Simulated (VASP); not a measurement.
Set up this calculation in VASP 6.6.1, as the native input.

| Property | Result |
| --- | --- |
| Task | single point |
| Functional | PBE |
| Potentials or basis | VASP PAW PBE potentials, release 64 (Li_sv, Sb) |
| Cutoff | 520 eV |
| k mesh | 8 × 8 × 8 |
| Occupations | gaussian, width 0.1 eV |
| Spin | no spin polarisation |
| Dipole correction | no |
| Further INCAR settings | ALGO = Fast; EDIFF = 1e-06; NBANDS = 23 |

The structure of Li7Sb lies in POSCAR:

```
Li7Sb
1.0
    4.3719145907      0.0000000000      0.0000000000
    0.0000000000      4.5493464072      3.2230477334
    0.0000000000     -4.5493464072      3.2230477334
Li Sb
7 1
Direct
    0.5000000000      0.0417756252      0.5415671929
    0.5000000000      0.5415671929      0.0417756252
    0.5000000000      0.5419527368      0.5419527368
    0.0000000000      0.2532230294      0.8298559338
    0.0000000000      0.3154898247      0.3154898247
    0.0000000000      0.7676100600      0.7676100600
    0.0000000000      0.8298559338      0.2532230294
    0.5000000000      0.0414846988      0.0414846988
```

These files were run (other wordings do the same):

INCAR

```
ALGO = Fast
EDIFF = 1E-6
ENCUT = 520
GGA = PE
ISIF = 2
ISMEAR = 0
LASPH = True
LCHARG = False
LREAL = False
LWAVE = False
NBANDS = 23
NELM = 60
PREC = Accurate
SIGMA = 0.1
```

KPOINTS

```
k-points
0
Gamma
  8 8 8
```

Potentials or basis: VASP PAW PBE potentials, release 64 (Li_sv, Sb).

Command:

```console
$ cat potpaw_PBE.64/Li_sv/POTCAR potpaw_PBE.64/Sb/POTCAR > POTCAR
$ mpirun -np 1 vasp_std > vasp.out
```

Results of the run:

```
Band gap on the k mesh : zero (bands 13 and 14 overlap by 1.60 eV)
```

Caveat: spin-orbit coupling is left out, which moves the levels of the heavy elements.

Wall time 3.1 min on 1 thread of Intel(R) Xeon(R) 6975P-C (Granite Rapids), with other jobs on the host, peak memory 0.4 GiB.
